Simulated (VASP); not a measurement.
Wanted: the native input for a VASP 6.6.1 run.

| Item | Value |
| --- | --- |
| Task | single point |
| Functional | LDA |
| Potentials or basis | VASP PAW LDA potentials, release 64 (Mg, B) |
| Cutoff | 520 eV |
| k mesh | 10 × 10 × 8 |
| Occupations | fermi-dirac, width 0.05 eV |
| Spin | no spin polarisation |
| Dipole correction | no |
| Further INCAR settings | ALGO = Normal; EDIFF = 1e-06; NBANDS = 11 |

The structure of MgB2 lies in POSCAR:

```
MgB2
1.0
    3.0642946782      0.0000000000      0.0000000000
   -1.5321473391      2.6537570360      0.0000000000
    0.0000000000      0.0000000000      3.4993549923
Mg B
1 2
Direct
    0.0000000000      0.0000000000      0.0000000000
    0.6666666667      0.3333333333      0.5000000000
    0.3333333333      0.6666666667      0.5000000000
```

This cell differs from its parent crystal: volume scaled by 0.98.

The input as run:

INCAR

```
SYSTEM = MgB2
PREC = Accurate
ENCUT = 520
EDIFF = 1E-6
ISMEAR = -1
SIGMA = 0.05
LREAL = .FALSE.
LASPH = .TRUE.
NELM = 80
ALGO = Normal
ISIF = 2
LWAVE = .FALSE.
LCHARG = .TRUE.
LELF = .TRUE.
LVHAR = .TRUE.
NBANDS = 11
```

KPOINTS

```
regular mesh
0
G
  10 10 8
  0 0 0
```

Potentials or basis: VASP PAW LDA potentials, release 64 (Mg, B).

The run is started by

```sh
$ cat potpaw_LDA.64/Mg/POTCAR potpaw_LDA.64/B/POTCAR > POTCAR
$ mpirun -np 1 vasp_std > vasp.out
```

Results of the run:

```
Pressure               : -5.2 GPa
Band gap on the k mesh : zero (band 4 reaches 6.49 eV, above the bottom of band 5 at 4.01 eV)
```

Run time: 13 s on 1 thread of AMD EPYC 7R43 64-Core Processor (Zen 3) (shared host), peak memory 0.11 GiB.
